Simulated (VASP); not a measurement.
A run of VASP 6.6.1 is set up as follows.

File INCAR:

```
ALGO = Normal ; EDIFF = 1E-6
ENCUT = 520 ; GGA = PE
ISIF = 2 ; ISMEAR = 0
LASPH = True ; LCHARG = False
LREAL = False ; LWAVE = False
NBANDS = 38 ; NELM = 60
PREC = Accurate ; SIGMA = 0.1
```

Contents of KPOINTS:

```
k-points
0
Gamma
  8 6 12
```

File POSCAR:

```
Cu2Cl
1.0
    5.5930430124      0.0000000000      0.0000000000
    0.0000000000      6.1032172748      0.0000000000
    0.0000000000      0.0000000000      2.9642593220
Cu Cl
4 2
Direct
    0.4061529824      0.1757055839      0.0000000000
    0.5938470176      0.8242944161      0.0000000000
    0.0938470176      0.6757055839      0.5000000000
    0.9061529824      0.3242944161      0.5000000000
    0.0000000000      0.0000000000      0.0000000000
    0.5000000000      0.5000000000      0.5000000000
```

Potentials or basis: VASP PAW PBE potentials, release 64 (Cu, Cl).

Launch:

```console
$ cat potpaw_PBE.64/Cu/POTCAR potpaw_PBE.64/Cl/POTCAR > POTCAR
$ mpirun -np 1 vasp_std > vasp.out
```

Task: What does it give for the pressure?

Result: 0.0 GPa.

Task: Predict the band gap on the k mesh.

Result: Zero (bands 29 and 30 overlap by 2.61 eV).

With open d or f shells a metallic result of PBE can be an artefact of self-interaction; +U or a hybrid may open a gap.
